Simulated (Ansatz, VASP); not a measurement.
PtS2: VASP beside Ansatz

The input POSCAR:

```
PtS2
1.0
    3.5526240946      0.0000000000      0.0000000000
   -1.7763120473      3.0766627160      0.0000000000
    0.0000000000      0.0000000000      5.1228306135
Pt S
1 2
Direct
    0.0000000000      0.0000000000      0.0000000000
    0.3333333333      0.6666666667      0.2392542175
    0.6666666667      0.3333333333      0.7607457825
```

File INCAR.step1:

```
ALGO = Normal
EDIFF = 1E-5
ENCUT = 550
GGA = PE
GGA_COMPAT = False
ISMEAR = 1
LASPH = True
LCHARG = False
LREAL = False
LWAVE = True
NBANDS = 22
NELM = 120
PREC = Accurate
SIGMA = 0.5
```

File INCAR.step2:

```
ALGO = Normal
EDIFF = 1E-6
ENCUT = 550
GGA_COMPAT = False
ISIF = 2
ISMEAR = 1
ISTART = 1
LASPH = True
LCHARG = False
LMIXTAU = True
LREAL = False
LWAVE = False
METAGGA = R2SCAN
NBANDS = 22
NELM = 120
PREC = Accurate
SIGMA = 0.5
```

The input KPOINTS:

```
k-points
0
Gamma
  6 6 4
```

Input for Ansatz:

```yaml
crystal:
  lattice:
    - [3.5526240946, 0.0, 0.0]
    - [-1.7763120473, 3.076662716, 0.0]
    - [0.0, 0.0, 5.1228306135]
  atoms:
    - { symbol: Pt, position: [0.0, 0.0, 0.0] }
    - { symbol: S, position: [0.3333333333, 0.6666666667, 0.2392542175] }
    - { symbol: S, position: [0.6666666667, 0.3333333333, 0.7607457825] }
kpoints:
  mp_grid: { grid: [6, 6, 4] }
hamiltonian:
  xc: r2scan
scf:
  occupations: { method: methfessel_paxton, width: 0.5 }
  n_extra_bands: 4
output:
  forces: true
  stress: true
  eigenvalues: true
```

Alike in both runs: task single point; functional r2SCAN; k mesh 6 × 6 × 4; occupations methfessel-paxton of order 1, width 0.5 eV; no spin polarisation.

|  | VASP | Ansatz |
| --- | --- | --- |
| version | VASP 6.6.1 | Ansatz 0.2.0 |
| potentials or method | VASP PAW PBE potentials, release 64 (Pt_sv_GW, S) | plane waves |
| plane-wave cutoff (eV) | 550 | 500 |
| valence electrons in the cell | 30 | 30 |

Ansatz gave:

| Quantity | Value |
| --- | --- |
| pressure (GPa) | 1.3 |
| traceless stress, the component that is largest in VASP (GPa) | -0.05 |
| rms of the force components (eV/Å) | 0.020 |

Task: Estimate VASP's values.

Result: Pressure (GPa): 0.4; traceless stress, the component that is largest in VASP (GPa): 0.05; rms of the force components (eV/Å): 0.036.

VASP's potentials were made for PBE, not for r2SCAN. Atom by atom the forces differ by 0.016 eV/Å (rms over components).

Spin-orbit coupling is off throughout.
